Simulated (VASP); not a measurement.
GaN:

```
CELL_PARAMETERS angstrom
3.18315 0.01592 0.00000
-1.57779 2.74873 0.00000
0.00000 0.00000 5.18363
ATOMIC_POSITIONS crystal
Ga 0.33265 0.66666 0.99911
Ga 0.66735 0.33334 0.49911
N 0.33178 0.66670 0.37589
N 0.66822 0.33330 0.87589
```

This cell differs from its parent crystal: shear xy strain +1.0%.

Base run:

| Property | Result |
| --- | --- |
| Program | VASP 6.6.1 |
| Functional | PBE |
| Potentials or basis | VASP PAW PBE potentials, release 64 (Ga_d, N) |
| Cutoff | 520 eV |
| k mesh | 12 × 12 × 6 |
| Occupations | fermi-dirac, width 0.02 eV |
| Spin | no spin polarisation |

Its results: band gap on the k mesh 1.91 eV; pressure 6.3 GPa; largest force 0.006 eV/Å.

Task: The run is repeated on the same cell with these changes: functional from PBE to r2SCAN; occupations from fermi-dirac, width 0.02 eV to gaussian, width 0.01 eV. What comes out?

Result: Band gap on the k mesh 2.31 eV; pressure 1.1 GPa; largest force 0.008 eV/Å.

Caveats: the cell stands under pressure (at least some runs); the PAW data sets were made with another functional, which shifts forces and pressure a little (at least some runs).

